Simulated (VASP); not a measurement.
# Cu (Fm-3m) in VASP: a series of runs

Cu is run at these levels: PBE; tasks: single point.

All numbers are computed with VASP 6.6.1; they aren't measurements. Logs are shortened: lines on timing, memory, paths and dates and some standing lists are left out, and cuts for length are marked.

### 1 The cell of the first run

It takes space group Fm-3m (No. 225, cubic). The conventional cell has a = 3.629 Å, b = 3.629 Å, c = 3.629 Å, α = 90.00°, β = 90.00°, γ = 90.00°. Cu (site symmetry m-3m) has 12 Cu at 2.57 Å within 3.4 Å.

### 2 Single point, PBE

INCAR

```
ALGO = Normal ; EDIFF = 1E-6
ENCUT = 600 ; GGA = PE
GGA_COMPAT = False ; ISIF = 2
ISMEAR = -1 ; LASPH = True
LCHARG = False ; LREAL = False
LWAVE = False ; NBANDS = 12
NELM = 120 ; PREC = Accurate
SIGMA = 0.06122561905347299
```

KPOINTS

```
k-points
0
Gamma
  12 12 12
```

POSCAR

```
Cu
1.0
    0.0000000000      1.8147046498      1.8147046498
    1.8147046498      0.0000000000      1.8147046498
    1.8147046498      1.8147046498      0.0000000000
Cu
1
Direct
    0.0000000000      0.0000000000      0.0000000000
```

Potentials or basis: VASP PAW PBE potentials, release 64 (Cu).

On the command line:

```bash
> cat potpaw_PBE.64/Cu/POTCAR > POTCAR
> mpirun -np 1 vasp_std > vasp.out
```

OUTCAR:

```text
EDIFF = 1E-6
   ENCUT = 600
   GGA = PE
   ISIF = 2
   ISMEAR = -1
   LASPH = True
   LREAL = False
   NELM = 120
   PREC = Accurate

 ion  position               nearest neighbor table
   1  0.000  0.000  0.000-

  LATTYP: Found a face centered cubic cell.
 ALAT       =     3.6294092996

  Lattice vectors:

 A1 = (   0.0000000000,   1.8147046498,   1.8147046498)
 A2 = (   1.8147046498,   0.0000000000,   1.8147046498)
 A3 = (   1.8147046498,   1.8147046498,   0.0000000000)

Analysis of symmetry for initial positions (statically):
=====================================================================
 Subroutine PRICEL returns:
 Original cell was already a primitive cell.

 Routine SETGRP: Setting up the symmetry group for a
 face centered cubic supercell.

 Subroutine GETGRP returns: Found 48 space group operations
 (whereof 48 operations were pure point group operations)
 out of a pool of 48 trial point group operations.

The static configuration has the point symmetry O_h .

Analysis of symmetry for dynamics (positions and initial velocities):
=====================================================================
 Subroutine PRICEL returns:
 Original cell was already a primitive cell.

 Routine SETGRP: Setting up the symmetry group for a
 face centered cubic supercell.

 Subroutine GETGRP returns: Found 48 space group operations
 (whereof 48 operations were pure point group operations)
 out of a pool of 48 trial point group operations.

The dynamic configuration has the point symmetry O_h .

 Subroutine INISYM returns: Found 48 space group operations
 (whereof 48 operations are pure point group operations),
 and found     1 'primitive' translations

----------------------------------------------------------------------------------------

                                     Primitive cell

  volume of cell :      11.9522

  direct lattice vectors                    reciprocal lattice vectors
     0.000000000  1.814704650  1.814704650    -0.275526929  0.275526929  0.275526929
     1.814704650  0.000000000  1.814704650     0.275526929 -0.275526929  0.275526929
     1.814704650  1.814704650  0.000000000     0.275526929  0.275526929 -0.275526929

  length of vectors
     2.566379927  2.566379927  2.566379927     0.477226641  0.477226641  0.477226641

  position of ions in fractional coordinates (direct lattice)
     0.000000000  0.000000000  0.000000000

  ion indices of the primitive-cell ions
   primitive index   ion index
                 1           1

----------------------------------------------------------------------------------------

 KPOINTS: k-points

Automatic generation of k-mesh.
 Grid dimensions read from file:
 generate k-points for:   12   12   12

 Generating k-lattice:

  Cartesian coordinates                     Fractional coordinates (reciprocal lattice)
    -0.022960577  0.022960577  0.022960577     0.083333333  0.000000000  0.000000000
     0.022960577 -0.022960577  0.022960577     0.000000000  0.083333333  0.000000000
     0.022960577  0.022960577 -0.022960577     0.000000000  0.000000000  0.083333333

  Length of vectors
     0.039768887  0.039768887  0.039768887

  Shift w.r.t. Gamma in fractional coordinates (k-lattice)
     0.000000000  0.000000000  0.000000000

 Subroutine IBZKPT returns following result:
 ===========================================

 Found     72 irreducible k-points:

 Following reciprocal coordinates:
            Coordinates               Weight
  0.000000  0.000000  0.000000      1.000000
  0.083333  0.000000  0.000000      8.000000
  0.166667  0.000000  0.000000      8.000000
  0.250000  0.000000  0.000000      8.000000
  0.333333  0.000000  0.000000      8.000000
  0.416667  0.000000  0.000000      8.000000
[... 16 lines left out ...]
  0.500000  0.166667  0.000000     24.000000
 -0.416667  0.166667  0.000000     24.000000
 [... further k-points ...]
   k-points           NKPTS =     72   k-points in BZ     NKDIM =     72   number of bands    NBANDS=     12
   number of dos      NEDOS =    301   number of ions     NIONS =      1
   total plane-waves  NPLWV =  13824
   dimension x,y,z NGX =    24 NGY =   24 NGZ =   24
   dimension x,y,z NGXF=    48 NGYF=   48 NGZF=   48
   ions per type =               1
   NGX,Y,Z   is equivalent  to a cutoff of  15.55, 15.55, 15.55 a.u.
   NGXF,Y,Z  is equivalent  to a cutoff of  31.09, 31.09, 31.09 a.u.
 SYSTEM =  unknown system
   PREC   = accura    normal or accurate (medium, high low for compatibility)
   ISTART =      0    job   : 0-new  1-cont  2-samecut
   ICHARG =      2    charge: 1-file 2-atom 10-const
   ISPIN  =      1    spin polarized calculation?
   LNONCOLLINEAR =      F non collinear calculations
   LSORBIT =      F    spin-orbit coupling
   LASPH  =      T    aspherical Exc in radial PAW
   ENCUT  =  600.0 eV  44.10 Ry    6.64 a.u.   5.13  5.13  5.13*2*pi/ulx,y,z
   NELM   =    120;   NELMIN=  2; NELMDL= -5     # of ELM steps
   EDIFF  = 0.1E-05   stopping-criterion for ELM
   LREAL  =      F    real-space projection
   EDIFFG = 0.1E-04   stopping-criterion for IOM
   NSW    =      0    number of steps for IOM
   IBRION =     -1    ionic relax: 0-MD 1-quasi-New 2-CG
   NFREE  =      0    steps in history (QN), initial steepest desc. (CG)
   ISIF   =      2    stress and relaxation
   ISYM   =      2    0-nonsym 1-usesym 2-fastsym
   POTIM  = 0.5000    time-step for ionic-motion
   TEBEG  =    0.0;   TEEND  =   0.0 temperature during run
   PSTRESS=    0.0 pullay stress
   NELECT =      11.0000    total number of electrons
   NUPDOWN=      -1.0000    fix difference up-down
   EMIN   =  10.00;   EMAX   =-10.00  energy-range for DOS
   EFERMI =   0.00;   METHOD = LEGACY
   ISMEAR =    -1;   SIGMA  =   0.06  broadening in eV -4-tet -1-fermi 0-gaus
   EFERMI_NEDOS =   21; number of points for ismear=-14 and -15
   IALGO  =     38    algorithm
   IMIX   =      4    mixing-type and parameters
     AMIX     =   0.40;   BMIX     =  1.00
     AMIX_MAG =   1.60;   BMIX_MAG =  1.00
  volume/ion in A,a.u.               =      11.95        80.66
  Fermi-wavevector in a.u.,A,eV,Ry     =   1.592416  3.009229 34.501486  2.535788
  Thomas-Fermi vector in A             =   2.690804
   LORBIT       =      0    0 simple, 1 ext, 2 COOP (PROOUT), +10 PAW based schemes
   GGA     = PE    functional components
   LHFCALC =     F    Hartree Fock is set to
   AEXX    =    0.0000 exact exchange contribution
   IVDW    =     0    specifies the selected vdW correction
   LEPSILON=     F    determine dielectric tensor
   LRPA    =     F    only Hartree local field effects (RPA)
 non-spin polarized calculation
  energy-cutoff  :      600.00
  volume of cell :       11.95
 maximum number of plane-waves:       415
 NGX is ok and might be reduce to    24
   NGX = 11   NGY = 11   NGZ = 11

 number of electron      10.9999998 magnetization

 Free energy of the ion-electron system (eV)
  ---------------------------------------------------
  ext. energy  EPLUGINS =         0.00000000
  ---------------------------------------------------
  free energy    TOTEN  =        -3.72611856 eV

  energy without entropy =       -3.72167141  energy(sigma->0) =       -3.72389498

 E-fermi :   7.3557     XC(G=0): -12.6577

 val. band max:        7.3484503493   @ k =   0.5000   0.3333   0.1667
 cond. band min:       7.4877516337   @ k =   0.5000   0.2500   0.0833
 fundamental gap:      0.1393012844
 Fermi energy:         7.3557084986

 k-point     1 :       0.0000    0.0000    0.0000
  band No.  band energies     occupation
      1      -1.8228      2.00000
      2       4.4422      2.00000
      3       4.4422      2.00000
      4       4.4422      2.00000
      5       5.2490      2.00000
      6       5.2490      2.00000
      7      29.9364      0.00000
      8      32.4881      0.00000
      9      32.4881      0.00000
     10      32.4881      0.00000
     11      34.9699      0.00000
     12      34.9699      0.00000

 k-point     2 :       0.0833    0.0000    0.0000
  band No.  band energies     occupation
      1      -1.5726      2.00000
      2       4.3911      2.00000
      3       4.4876      2.00000
      4       4.4876      2.00000
      5       5.2321      2.00000
      6       5.2321      2.00000
      7      28.1823      0.00000
      8      30.7660      0.00000
      9      31.7960      0.00000
     10      31.7960      0.00000
     11      36.0119      0.00000
     12      36.0119      0.00000

 k-point     3 :       0.1667    0.0000    0.0000
  band No.  band energies     occupation
      1      -0.8423      2.00000
      2       4.2715      2.00000
      3       4.5781      2.00000
      4       4.5781      2.00000
      5       5.2239      2.00000
      6       5.2239      2.00000
      7      23.9599      0.00000
      8      30.3457      0.00000
      9      30.8192      0.00000
     10      30.8192      0.00000
     11      36.8194      0.00000
     12      37.3615      0.00000
[... 286 lines left out ...]
 k-point    23 :       0.5000    0.1667    0.0000
  band No.  band energies     occupation
      1       2.8441      2.00000
      2       4.0518      2.00000
      3       4.5265      2.00000
      4       4.7275      2.00000
      5       5.8257      2.00000
      6       7.9044      0.00026
      7      12.3971      0.00000
      8      23.0719      0.00000
      9      25.4294      0.00000
     10      27.6295      0.00000
     11      37.3372      0.00000
     12      37.7477      0.00000

 k-point    24 :      -0.4167    0.1667    0.0000
  band No.  band energies     occupation
      1       2.9008      2.00000
      2       4.0970      2.00000
      3       4.6121      2.00000
      4       4.6933      2.00000
      5       5.7112      2.00000
      6       8.4295      0.00000
      7      11.7013      0.00000
      8      22.0736      0.00000
      9      26.4500      0.00000
     10      28.0537      0.00000
     11      36.4478      0.00000
     12      37.2368      0.00000

 [... further k-points ...]

------------------------ aborting loop because EDIFF is reached ----------------------------------------

  FORCE on cell =-STRESS in cart. coord.  units (eV):
  Direction    XX          YY          ZZ          XY          YZ          ZX
  --------------------------------------------------------------------------------------
  -------------------------------------------------------------------------------------
  Total        0.0428354      0.0428354      0.0428354      0.0000000     -0.0000000     -0.0000000
  in kB        5.7420369      5.7420369      5.7420369      0.0000000     -0.0000000     -0.0000000
  external PRESSURE =       5.7420369 kB  Pullay stress =       0.0000000 kB

 VOLUME and BASIS-vectors are now :
 -----------------------------------------------------------------------------
  energy-cutoff  :      600.00
  volume of cell :       11.95
      direct lattice vectors                 reciprocal lattice vectors
     0.000000000  1.814704650  1.814704650    -0.275526929  0.275526929  0.275526929
     1.814704650  0.000000000  1.814704650     0.275526929 -0.275526929  0.275526929
     1.814704650  1.814704650  0.000000000     0.275526929  0.275526929 -0.275526929

 POSITION                                       TOTAL-FORCE (eV/Angst)
 -----------------------------------------------------------------------------------
      0.00000      0.00000      0.00000        -0.000000     -0.000000     -0.000000
 -----------------------------------------------------------------------------------
    total drift:                               -0.000000      0.000000     -0.000000

  FREE ENERGIE OF THE ION-ELECTRON SYSTEM (eV)
  ---------------------------------------------------
  free  energy   TOTEN  =        -3.7261185556 eV

  energy  without entropy=       -3.7216714101  energy(sigma->0) =       -3.72389498
```

Run time: 18 s. Hardware: 1 thread of Intel Xeon 8259CL, shared host; peak memory 0.14 GiB.

What came out:

- Free energy: -3.7261 eV
- Pressure: 0.6 GPa
- Band gap on the k mesh: zero (an odd number of electrons rules out a gap without spin polarisation)

### 3 Single point, PBE

INCAR

```
SYSTEM = Cu
PREC     = Accurate       ! precision mode
ENCUT    = 600            ! plane-wave cutoff, eV
EDIFF    = 1E-6           ! SCF threshold, eV
ISMEAR   = -1             ! smearing method
SIGMA    = 0.06122561905347299 ! smearing width, eV
LREAL    = .FALSE.        ! projectors in reciprocal space
LASPH    = .TRUE.         ! aspherical terms in the spheres
NELM     = 120            ! most SCF steps
ALGO     = Normal         ! electronic algorithm
ISIF     = 2              ! what is computed and relaxed
LWAVE    = .FALSE.        ! write WAVECAR
LCHARG   = .FALSE.        ! write CHGCAR
GGA      = PE             ! functional
NBANDS   = 12             ! bands
GGA_COMPAT= .FALSE.
```

KPOINTS

```
Automatic mesh
0
G
  12 12 12
  0 0 0
```

POSCAR is that of step 2.

Potentials or basis: VASP PAW PBE potentials, release 64 (Cu).

On the command line:

```bash
> cat potpaw_PBE.64/Cu/POTCAR > POTCAR
> mpirun -np 1 vasp_std > vasp.out
```

It took 18 s on 1 thread of Intel Xeon 8259CL, shared host; peak memory 0.14 GiB.

The run converged. Its results:

| Property | Result |
| --- | --- |
| Free energy | -3.7261 eV |
| Pressure | 0.6 GPa |
| Band gap on the k mesh | zero (an odd number of electrons rules out a gap without spin polarisation) |

Levels at points of the mesh, in eV from the Fermi level:
```
           k point  band 2  band 3  band 4  band 5  band 6  band 7  band 8  band 9  band 10  band 11
(0.00, 0.00, 0.00)   -2.91   -2.91   -2.91   -2.11   -2.11   22.58   25.13   25.13    25.13    27.61
(0.50, 0.00, 0.00)   -2.95   -2.95   -1.55   -1.55   -0.89    3.78   21.08   21.97    21.97    24.99
(0.50, 0.50, 0.00)   -4.28   -1.57   -1.41   -1.41    1.59    7.11   13.07   13.07    17.53    20.14
```
